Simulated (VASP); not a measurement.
Set up this calculation in VASP 6.6.1, as the native input.

| Property | Result |
| --- | --- |
| Task | single point |
| Functional | RPBE |
| Potentials or basis | VASP PAW PBE potentials, release 64 (Cu) |
| Cutoff | 520 eV |
| k mesh | 14 × 14 × 14 |
| Occupations | fermi-dirac, width 0.1 eV |
| Spin | no spin polarisation |
| Dipole correction | no |
| Further INCAR settings | ALGO = Normal; EDIFF = 1e-06; NBANDS = 12 |

The structure of Cu lies in POSCAR:

```
Cu
1.0
    2.4390957792      0.0000000000      0.0000000000
    0.0000000000      2.4390957792      0.0000000000
    0.0000000000      0.0000000000      2.4390957792
Cu
1
Direct
    0.0000000000      0.0000000000      0.0000000000
```

The input as run:

INCAR

```
SYSTEM = Cu
  PREC = Accurate
  ENCUT = 520
  EDIFF = 1E-6
  ISMEAR = -1
  SIGMA = 0.1
  LREAL = .FALSE.
  LASPH = .TRUE.
  NELM = 80
  ALGO = Normal
  ISIF = 2
  LWAVE = .FALSE.
  LCHARG = .TRUE.
  GGA = RP
  LELF = .TRUE.
  LVHAR = .TRUE.
  NBANDS = 12
```

KPOINTS

```
Automatic mesh
0
G
  14 14 14
  0 0 0
```

Potentials or basis: VASP PAW PBE potentials, release 64 (Cu).

Run with:

```sh
$ cat potpaw_PBE.64/Cu/POTCAR > POTCAR
$ mpirun -np 1 vasp_std > vasp.out
```

Results of the run:

* Pressure: 0.6 GPa

Caveat: the PAW data sets were made with another functional, which shifts forces and pressure a little.

It took 5.8 s on 1 thread of Intel(R) Xeon(R) 6975P-C (Granite Rapids) (shared host), peak memory 0.13 GiB.
